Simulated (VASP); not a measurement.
# LiH21O11 in VASP: a series of runs

LiH21O11 is run at these levels: LDA; tasks: single point.

All numbers are computed with VASP 6.6.1; they aren't measurements. Logs are shortened: lines on timing, memory, paths and dates and some standing lists are left out, and cuts for length are marked.

### Step 1. The cell of the first run

The cell holds an amorphous packing of atoms, 33 atoms: a = 6.765 Å, b = 6.765 Å, c = 6.765 Å, α = 90.00°, β = 90.00°, γ = 90.00°.

### Step 2. Single point, LDA

Contents of INCAR:

```
SYSTEM = LiH21O11
PREC = Accurate
ENCUT = 650
EDIFF = 1E-6
ISMEAR = -1
SIGMA = 0.02
LREAL = Auto
LASPH = .True.
NELM = 120
ALGO = Normal
ISIF = 2
LWAVE = .False.
LCHARG = .False.
NBANDS = 67
GGA_COMPAT = .False.
```

Contents of KPOINTS:

```
Automatic mesh
0
Gamma
  1 1 1
  0 0 0
```

Contents of POSCAR:

```
LiH21O11
1.0
    6.7649870000      0.0000000000      0.0000000000
    0.0000000000      6.7649870000      0.0000000000
    0.0000000000      0.0000000000      6.7649870000
O H Li
11 21 1
Direct
    0.7024995022      0.7536747669      0.5905258946
    0.7993806936      0.1715746091      0.6990405155
    0.1722545808      0.7811840584      1.0319014656
    0.3097862568      0.2233411535      0.3786851327
    0.8095802697      0.8302602799     -0.0236068451
    0.7307626755      0.4200747171      0.4126837199
    0.4124028620      0.5188036577      0.7559659760
    0.1701259736      0.9048650057      0.7025142842
    0.5274067785      0.1982413270     -0.1054547481
   -0.0665337568      0.0803992676      0.3184780695
    0.2506287152      0.6063574106      0.3721810552
    0.6927433859      0.8966018708      0.5732605251
    0.6499347301      0.7173849706      0.4697274363
    0.6871853560      0.1641836119      0.8070229847
    0.9098317558      0.0822617989      0.7549460184
    0.1835775885      0.8784495816      1.1572527782
    0.1786551844      0.8543105848      0.8490777588
    0.1656322473      0.1672434847      0.4110872645
    0.2834743068      0.3755365679      0.3637701004
    0.9204452278      0.7651160305      0.0392757591
    0.7836822155      0.7376954309     -0.1390690034
    0.8401642161      0.4962463343      0.3764530516
    0.8086194401      0.3008579322      0.4978723536
    0.3717819413      0.5138664716      0.8887674137
    0.4458988613      0.6670522796      0.7650569025
    0.2685444924      0.9984202483      0.7005630609
    0.2736442805      0.7095357316      0.4761723858
    0.4727725271      0.3179459177     -0.0235181531
    0.4965419741      0.0971177033     -0.0063858216
    0.0225277595     -0.0261936941      0.2916783136
   -0.0986845947      0.1206210744      0.1797342700
    0.2904366261      0.6610212259      0.2303921648
    0.4937777412      0.3373251124      0.6005185228
```

Potentials or basis: VASP PAW LDA potentials, release 64 (O, H, Li_sv).

The run is started by

```sh
> cat potpaw_LDA.64/O/POTCAR potpaw_LDA.64/H/POTCAR potpaw_LDA.64/Li_sv/POTCAR > POTCAR
> mpirun -np 1 vasp_gam > vasp.out
```

OUTCAR:

```text
SYSTEM = LiH21O11
   PREC = Accurate
   ENCUT = 650
   EDIFF = 1E-6
   ISMEAR = -1
   LREAL = Auto
   LASPH = .True.
   NELM = 120
   ISIF = 2

 ion  position               nearest neighbor table
   1  0.702  0.754  0.591-  13 0.92  12 0.98
   2  0.799  0.172  0.699-  15 1.03  14 1.05
   3  0.172  0.781  0.032-  16 1.08  17 1.33
   4  0.310  0.223  0.379-  19 1.05  18 1.07  33 2.10
   5  0.810  0.830  0.976-  20 0.97  21 1.02
   6  0.731  0.420  0.413-  22 0.93  23 1.12  33 2.12
   7  0.412  0.519  0.756-  24 0.94  25 1.03  33 1.71
   8  0.170  0.905  0.703-  26 0.92  17 1.05
   9  0.527  0.198  0.895-  29 0.98  28 1.05  14 1.25  33 2.21
  10  0.933  0.080  0.318-  30 0.96  31 1.00
  11  0.251  0.606  0.372-  27 1.00  32 1.06
  12  0.693  0.897  0.573-   1 0.98
  13  0.650  0.717  0.470-   1 0.92
  14  0.687  0.164  0.807-   2 1.05   9 1.25
  15  0.910  0.082  0.755-   2 1.03
  16  0.184  0.878  0.157-   3 1.08
  17  0.179  0.854  0.849-   8 1.05   3 1.33
  18  0.166  0.167  0.411-   4 1.07
  19  0.283  0.376  0.364-   4 1.05
  20  0.920  0.765  0.039-   5 0.97
  21  0.784  0.738  0.861-   5 1.02
  22  0.840  0.496  0.376-   6 0.93
  23  0.809  0.301  0.498-   6 1.12
  24  0.372  0.514  0.889-   7 0.94
  25  0.446  0.667  0.765-   7 1.03
  26  0.269  0.998  0.701-   8 0.92
  27  0.274  0.710  0.476-  11 1.00
  28  0.473  0.318  0.976-   9 1.05
  29  0.497  0.097  0.994-   9 0.98
  30  0.023  0.974  0.292-  10 0.96
  31  0.901  0.121  0.180-  10 1.00
  32  0.290  0.661  0.230-  11 1.06
  33  0.494  0.337  0.601-   7 1.71   4 2.10   6 2.12   9 2.21

  LATTYP: Found a simple cubic cell.
 ALAT       =     6.7649870000

  Lattice vectors:

 A1 = (   6.7649870000,   0.0000000000,   0.0000000000)
 A2 = (   0.0000000000,   6.7649870000,   0.0000000000)
 A3 = (   0.0000000000,   0.0000000000,   6.7649870000)

Analysis of symmetry for initial positions (statically):
=====================================================================
 Subroutine PRICEL returns:
 Original cell was already a primitive cell.

 Routine SETGRP: Setting up the symmetry group for a
 simple cubic supercell.

 Subroutine GETGRP returns: Found  1 space group operations
 (whereof  1 operations were pure point group operations)
 out of a pool of 48 trial point group operations.

The static configuration has the point symmetry C_1 .

Analysis of symmetry for dynamics (positions and initial velocities):
=====================================================================
 Subroutine PRICEL returns:
 Original cell was already a primitive cell.

 Routine SETGRP: Setting up the symmetry group for a
 simple cubic supercell.

 Subroutine GETGRP returns: Found  1 space group operations
 (whereof  1 operations were pure point group operations)
 out of a pool of 48 trial point group operations.

The dynamic configuration has the point symmetry C_1 .

 Subroutine INISYM returns: Found  1 space group operations
 (whereof  1 operations are pure point group operations),
 and found     1 'primitive' translations

----------------------------------------------------------------------------------------

                                     Primitive cell

  volume of cell :     309.6000

  direct lattice vectors                    reciprocal lattice vectors
     6.764987000  0.000000000  0.000000000     0.147819944  0.000000000  0.000000000
     0.000000000  6.764987000  0.000000000     0.000000000  0.147819944  0.000000000
     0.000000000  0.000000000  6.764987000     0.000000000  0.000000000  0.147819944

  length of vectors
     6.764987000  6.764987000  6.764987000     0.147819944  0.147819944  0.147819944

  position of ions in fractional coordinates (direct lattice)
     0.702499502  0.753674767  0.590525895
     0.799380694  0.171574609  0.699040516
     0.172254581  0.781184058  0.031901466
     0.309786257  0.223341154  0.378685133
     0.809580270  0.830260280  0.976393155
     0.730762676  0.420074717  0.412683720
[... 25 lines left out ...]
     0.290436626  0.661021226  0.230392165
[... 48 lines left out ...]
   POTIM  = 0.5000    time-step for ionic-motion
   TEBEG  =    0.0;   TEEND  =   0.0 temperature during run
   PSTRESS=    0.0 pullay stress
   NELECT =      90.0000    total number of electrons
   NUPDOWN=      -1.0000    fix difference up-down
   EMIN   =  10.00;   EMAX   =-10.00  energy-range for DOS
   EFERMI =   0.00;   METHOD = LEGACY
   ISMEAR =    -1;   SIGMA  =   0.02  broadening in eV -4-tet -1-fermi 0-gaus
   EFERMI_NEDOS =   21; number of points for ismear=-14 and -15
   IALGO  =     38    algorithm
   IMIX   =      4    mixing-type and parameters
     AMIX     =   0.40;   BMIX     =  1.00
     AMIX_MAG =   1.60;   BMIX_MAG =  1.00
  volume/ion in A,a.u.               =       9.38        63.31
  Fermi-wavevector in a.u.,A,eV,Ry     =   1.084481  2.049372 16.001805  1.176100
  Thomas-Fermi vector in A             =   2.220572
   LORBIT       =      0    0 simple, 1 ext, 2 COOP (PROOUT), +10 PAW based schemes
   GGA     = CA    functional components
   LHFCALC =     F    Hartree Fock is set to
   AEXX    =    0.0000 exact exchange contribution
   IVDW    =     0    specifies the selected vdW correction
   LEPSILON=     F    determine dielectric tensor
   LRPA    =     F    only Hartree local field effects (RPA)
 non-spin polarized calculation
  energy-cutoff  :      650.00
  volume of cell :      309.60
 maximum number of plane-waves:      5817
   NGX = 29   NGY = 29   NGZ = 29

 number of electron      90.0000003 magnetization

 Free energy of the ion-electron system (eV)
  ---------------------------------------------------
  ext. energy  EPLUGINS =         0.00000000
  ---------------------------------------------------
  free energy    TOTEN  =      -166.62146382 eV

  energy without entropy =     -166.62146382  energy(sigma->0) =     -166.62146382

 E-fermi :  -1.9783     XC(G=0):  -7.7250

 val. band max:       -2.4614388975   @ k =   0.0000   0.0000   0.0000
 cond. band min:       0.3800374118   @ k =   0.0000   0.0000   0.0000
 fundamental gap:      2.8414763094
 Fermi energy:        -1.9782831111

 k-point     1 :       0.0000    0.0000    0.0000
  band No.  band energies     occupation
      1     -45.0654      2.00000
      2     -23.7928      2.00000
      3     -22.7809      2.00000
      4     -22.2303      2.00000
      5     -21.9557      2.00000
      6     -21.2034      2.00000
[... 49 lines left out ...]
     56       5.7033      0.00000
     57       6.0730      0.00000
 [bands above 57 left out]

------------------------ aborting loop because EDIFF is reached ----------------------------------------

  FORCE on cell =-STRESS in cart. coord.  units (eV):
  Direction    XX          YY          ZZ          XY          YZ          ZX
  --------------------------------------------------------------------------------------
  -------------------------------------------------------------------------------------
  Total        2.3403400     -1.1478714     -2.5248860      1.7950916     -2.6179450     -1.7502399
  in kB       12.1112408     -5.9402255    -13.0662647      9.2895847    -13.5478443     -9.0574776
  external PRESSURE =      -2.2984164 kB  Pullay stress =       0.0000000 kB

 VOLUME and BASIS-vectors are now :
 -----------------------------------------------------------------------------
  energy-cutoff  :      650.00
  volume of cell :      309.60
      direct lattice vectors                 reciprocal lattice vectors
     6.764987000  0.000000000  0.000000000     0.147819944  0.000000000  0.000000000
     0.000000000  6.764987000  0.000000000     0.000000000  0.147819944  0.000000000
     0.000000000  0.000000000  6.764987000     0.000000000  0.000000000  0.147819944

 POSITION                                       TOTAL-FORCE (eV/Angst)
 -----------------------------------------------------------------------------------
      4.75240      5.09860      3.99490         0.330587      1.544760      2.357114
      5.40780      1.16070      4.72900         1.572204     -1.486340      0.462332
      1.16530      5.28470      0.21581         1.379386      0.989708      3.992448
      2.09570      1.51090      2.56180        -1.883336      0.314958      0.836914
      5.47680      5.61670      6.60529        -2.048405     -0.547365     -1.456881
      4.94360      2.84180      2.79180        -0.547348     -3.773491      1.750512
[... 25 lines left out ...]
      1.96480      4.47180      1.55860        -1.182239     -0.329244      1.438313
      3.34040      2.28200      4.06250         0.615181     -0.631588     -1.286148
 -----------------------------------------------------------------------------------
    total drift:                                0.011586      0.009485      0.013467

  FREE ENERGIE OF THE ION-ELECTRON SYSTEM (eV)
  ---------------------------------------------------
  free  energy   TOTEN  =      -166.6214638155 eV

  energy  without entropy=     -166.6214638155  energy(sigma->0) =     -166.62146382
```

Run time: 81 s. Hardware: 1 thread of Intel Xeon 8259CL, shared host; peak memory 0.3 GiB.

Results:

| Property | Result |
| --- | --- |
| Free energy | -166.6215 eV |
| Pressure | -0.2 GPa |
| Largest force | 5.379 eV/Å |
| Band gap on the k mesh | 2.84 eV |

Forces on the atoms (eV/Å):
```
O    0.331  1.545  2.357
O    1.572 -1.486  0.462
O    1.379  0.990  3.992
O   -1.883  0.315  0.837
O   -2.048 -0.547 -1.457
O   -0.547 -3.773  1.751
O    0.691  3.100 -0.337
O   -1.928 -1.739 -1.181
O   -3.705  1.602  3.556
O   -0.482  0.996 -0.875
O    0.937  0.760 -1.234
H    0.730  0.999  0.667
H   -1.097 -1.948 -2.663
H    1.872  0.448 -1.128
H   -0.936  0.651 -1.113
H    0.040 -1.751 -3.050
H   -0.425 -0.192  0.516
H    2.050  1.086 -0.728
H    0.043 -0.902  0.251
H    1.430 -0.098  0.350
H    0.099  1.180  0.615
H    1.763  1.660 -0.631
H   -1.680  1.595 -0.858
H   -1.583 -0.244  2.078
H    0.047 -1.316 -1.240
H    2.472  2.631 -0.370
H   -0.429 -0.507 -0.218
H    1.433 -1.659 -1.452
H    0.121 -0.933 -0.060
H    0.388 -1.445  0.152
H   -0.088 -0.055  0.857
H   -1.182 -0.329  1.438
Li   0.615 -0.632 -1.286
```

Caveat: the k points lie up to 0.93 Å⁻¹ apart.

### Step 3. Single point, LDA

Contents of INCAR:

```
PREC = Accurate ; ENCUT = 650
EDIFF = 1E-6 ; ISMEAR = -1
SIGMA = 0.02 ; LREAL = Auto
LASPH = T ; NELM = 120
ALGO = Normal ; ISIF = 2
LWAVE = F ; LCHARG = T
GGA = CA ; LELF = T
LVHAR = T ; NBANDS = 67
GGA_COMPAT = F
```

Contents of KPOINTS:

```
regular mesh
0
Gamma
  1 1 1
```

Contents of POSCAR:

```
LiH21O11
1.0
    6.7649870000      0.0000000000      0.0000000000
    0.0000000000      6.7649870000      0.0000000000
    0.0000000000      0.0000000000      6.7649870000
O H Li
11 21 1
Direct
    0.7094618216      0.7782128776      0.5358768613
    0.9009182131      0.1842279963      0.7506001120
    0.2105547283      0.7407109578      1.0698764092
    0.3558617334      0.2970589596      0.2869332934
    0.7546355965      0.7509548799     -0.0150776343
    0.7111026230      0.4121959140      0.4583600826
    0.4251005952      0.5941622652      0.7961730008
    0.1249669807      0.8976218284      0.7268897930
    0.4081752116      0.0741021380     -0.1058982079
   -0.0605766131      0.0742943039      0.2313825585
    0.2783597367      0.6739111250      0.4397347696
    0.7624257075      0.9095065519      0.4673179712
    0.5830018594      0.8006667271      0.5641252526
    0.9118716710      0.3296976033      0.7367198193
    1.0335718310      0.0955064659      0.7587893369
    0.3537922541      0.7349311979      1.0753457472
    0.0689875679      0.8894473855      0.8595877568
    0.2551667875      0.1914268276      0.2349893651
    0.3101410247      0.4254110170      0.3296532573
    0.8324775790      0.6321963368     -0.0115447376
    0.7569563696      0.8266386912     -0.1520032485
    0.7856925667      0.5129647699      0.5154333630
    0.8095359237      0.3299045512      0.3982712753
    0.2994979887      0.5774290475      0.8634310753
    0.5244355976      0.6033271017      0.9150793638
    0.2905401001      0.9092404760      0.7689445671
    0.2334963837      0.7829578978      0.5299197175
    0.3310723287     -0.0062380016      0.0020103512
    0.5516196853      0.1095197966     -0.0611826749
    0.0010643036     -0.0594975275      0.2516930188
   -0.0924170290      0.0523282602      0.0979307129
    0.2408873809      0.6720485937      0.2676723547
    0.4361723090      0.4143836492      0.5766456018
```

Potentials or basis: VASP PAW LDA potentials, release 64 (O, H, Li_sv).

The run is started by

```sh
> cat potpaw_LDA.64/O/POTCAR potpaw_LDA.64/H/POTCAR potpaw_LDA.64/Li_sv/POTCAR > POTCAR
> mpirun -np 1 vasp_gam > vasp.out
```

Wall time 1.7 min (1 thread of Intel Xeon 8259CL, shared host); peak memory 0.3 GiB.

Results (log left out):

```yaml
Free_energy: -166.1296 eV
Pressure: -2.7 GPa
Largest_force: 7.519 eV/Å
Band_gap_on_the_k_mesh: 3.02 eV
```

Forces on the atoms (eV/Å):
```
O    6.975  2.164 -1.791
O    0.459 -0.231  0.685
O   -0.176 -0.081  1.300
O   -0.037 -2.908 -0.675
O   -1.090  2.131 -1.636
O   -1.712 -1.537 -0.393
O    2.453 -0.627  0.945
O    3.142  0.804  0.099
O    1.179 -0.371  1.390
O    1.231 -0.965  2.138
O    0.260 -1.199 -1.486
H   -0.885 -2.361  1.247
H   -5.952  0.707  0.994
H    0.338 -1.068  0.087
H   -1.247  1.465 -1.059
H    0.462  0.238 -0.186
H    0.157 -1.300  0.649
H    0.849  2.533  1.176
H   -1.392  0.776 -0.355
H    0.851 -0.331 -0.402
H    0.224 -1.942  1.600
H    0.969  2.768  0.883
H    0.351 -1.351 -0.588
H   -1.060  0.363  0.639
H   -0.811  0.104 -1.865
H   -2.972  0.239 -0.629
H   -0.447 -0.966 -0.895
H    1.184  0.744 -0.724
H   -2.252 -0.757 -0.437
H    0.029  0.604  0.352
H   -1.028  0.279 -2.387
H   -0.537  1.697  1.691
Li   0.486  0.381 -0.370
```

Stress tensor (GPa, compression positive):
```
-1.54 -2.43 -0.95
-2.43 -4.23  1.55
-0.95  1.55 -2.32
```

Levels at points of the mesh, in eV from the valence-band top:
```tsv
k point	band 41	band 42	band 43	band 44	band 45	band 46	band 47	band 48	band 49	band 50
(0.00, 0.00, 0.00)	-1.04	-0.74	-0.63	-0.30	0.00	3.02	5.69	6.30	6.49	6.55
```

Caveat: the k points lie up to 0.93 Å⁻¹ apart.

### Step 4. Single point, LDA

Contents of INCAR:

```
SYSTEM = LiH21O11
PREC     = Accurate       ! precision mode
ENCUT    = 650            ! plane-wave cutoff, eV
EDIFF    = 1E-6           ! SCF threshold, eV
ISMEAR   = -1             ! smearing method
SIGMA    = 0.02           ! smearing width, eV
LREAL    = Auto         
LASPH    = .TRUE.         ! aspherical terms in the spheres
NELM     = 120            ! most SCF steps
ALGO     = Normal         ! electronic algorithm
ISIF     = 2              ! what is computed and relaxed
LWAVE    = .FALSE.        ! write WAVECAR
LCHARG   = .FALSE.        ! write CHGCAR
NBANDS   = 67             ! bands
GGA_COMPAT= .FALSE.
```

Contents of KPOINTS:

```
regular mesh
0
G
  1 1 1
  0 0 0
```

Contents of POSCAR:

```
LiH21O11
1.0
    6.7649870000      0.0000000000      0.0000000000
    0.0000000000      6.7649870000      0.0000000000
    0.0000000000      0.0000000000      6.7649870000
O H Li
11 21 1
Direct
    0.6817455821      0.8723594000      0.4318116206
    0.9008590852      0.2759207076      0.8401642161
    0.2169996779      0.7593953987      1.1012142374
    0.3020404917      0.3198232310      0.1875391630
    0.7903488950      0.7054411191     -0.0304656905
    0.6872888300      0.4493282840      0.4686040047
    0.4239475996      0.5345908277      0.8773852781
    0.0912049055      0.7795876031      0.7341181883
    0.4518264411      0.0364523982     -0.0576793422
   -0.0325203877      0.0221138636      0.1755805296
    0.3275394321      0.6515755315      0.4485300563
    0.8235049084      0.9342368285      0.3924471695
    0.5762612700      0.8989965539      0.3530975004
    0.7948278393      0.2610648032      0.7421152472
    0.9645546991      0.1519884665      0.7772224839
    0.3082341474      0.8788339135      1.0389376949
   -0.0195861426      0.6845837250      0.7596171286
    0.2124763876      0.2593796559      0.2997345006
    0.2865785256      0.4498456538      0.2640212021
    0.8808886107      0.6751823766      0.0775906886
    0.7180945063      0.8236231644      0.0393348871
    0.6851306588      0.6010506746      0.4522994649
    0.6201637934      0.4310429569      0.3355217091
    0.3002223064      0.5933936015      0.9879102502
    0.5487815424      0.5841548550      0.9006669192
    0.1803403318      0.7213169811      0.8270525871
    0.2491209517      0.7510140079      0.5523587850
    0.5627653091     -0.0211825980     -0.1517963006
    0.5085301716      0.1589951318      0.0127716432
    0.0388914273     -0.0967333714      0.1588916579
    0.0503918189      0.1233113973      0.1171029597
    0.2863272317      0.7169267288      0.3104366645
    0.4613756094      0.5018782741      0.6200455374
```

The run is started by

```sh
> cat potpaw_LDA.64/O/POTCAR potpaw_LDA.64/H/POTCAR potpaw_LDA.64/Li_sv/POTCAR > POTCAR
> mpirun -np 1 vasp_gam > vasp.out
```

Wall time 93 s (1 thread of Intel Xeon 8259CL, shared host); peak memory 0.3 GiB.

Results (log left out):

```yaml
Free_energy: -167.0932 eV
Pressure: -2.9 GPa
Largest_force: 6.681 eV/Å
Band_gap_on_the_k_mesh: 3.10 eV
```

Forces on the atoms (eV/Å):
```
O    6.002 -0.865  2.806
O    0.483 -2.406 -1.793
O    1.917  0.482 -0.537
O   -1.987  0.086  3.565
O   -2.078  1.637  1.364
O   -0.863  1.420 -1.772
O   -4.712 -1.176 -0.249
O   -1.162  0.025 -1.752
O    2.838  0.081 -0.849
O   -2.376  2.261  1.447
O   -1.357  2.343  0.646
H   -2.930 -0.507 -0.288
H   -2.903  1.181 -2.712
H   -0.771  1.239  0.046
H    0.330  1.238  1.555
H   -1.315 -1.904  1.023
H   -0.083  0.864 -0.447
H    1.339 -0.251 -1.933
H    0.696 -0.015 -1.070
H    0.669 -0.497 -0.104
H    1.093 -1.437 -1.302
H    0.647 -0.312  0.605
H    0.504 -0.776  1.026
H    2.059  0.541 -0.455
H    3.288  1.534  1.532
H    1.338  0.063  1.372
H    0.346 -2.176 -1.181
H   -1.954  1.208  1.613
H   -0.908 -1.266 -0.884
H    2.130 -2.581 -0.691
H    0.014  0.613 -0.348
H    0.069 -0.408 -0.226
Li  -0.365 -0.237 -0.006
```

Stress tensor (GPa, compression positive):
```
-1.51 -0.68  4.96
-0.68 -3.87 -2.35
 4.96 -2.35 -3.24
```

Levels at points of the mesh, in eV from the valence-band top:
```
           k point  band 43  band 44  band 45  band 46  band 47  band 48
(0.00, 0.00, 0.00)    -0.72    -0.21     0.00     3.10     5.82     6.22
```

Caveat: the k points lie up to 0.93 Å⁻¹ apart.
